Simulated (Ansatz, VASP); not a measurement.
## Two plane-wave programs on Zn3SeS2

```xyz
6
Lattice="3.9173 0.0000 0.0000 -1.9586 3.3925 0.0000 0.0000 0.0000 9.5996" Properties=species:S:1:pos:R:3 pbc="T T T"
Zn    0.0000    0.0000    0.0921
Zn    1.9586    1.1308    3.2013
Zn    0.0000    2.2616    6.3022
Se    0.0000    0.0000    7.2135
S     1.9586    1.1308    0.8392
S     0.0000    2.2616    3.9508
```

Alike in both runs: functional PBE; k mesh 12 × 12 × 4; occupations gaussian, width 0.02 eV; no spin polarisation.

Ansatz relaxed the structure, and its values are those at the end. VASP's run is a single point on that final structure, the one shown.

|  | VASP | Ansatz |
| --- | --- | --- |
| version | VASP 6.6.1 | Ansatz 0.2.0 |
| potentials or method | VASP PAW PBE potentials, release 64 (Zn, Se, S), cutoff 520 eV | scalar-relativistic, plane waves, PAW |
| valence electrons in the cell | 54 | 64 |

```tsv
	VASP	Ansatz	Ansatz less VASP
gap on the k mesh at the Fermi level (eV)	1.43	1.43	0.000
least direct gap on the mesh (eV)	1.43	1.43	0.000
pressure (GPa)	0.2	0.0	-0.18
rms of the force components (eV/Å)	0.003	0.002	-0.0010
```

VASP's potentials hold 54 valence electrons a cell and Ansatz's 64, so a difference there can come from the potentials and not from the codes.
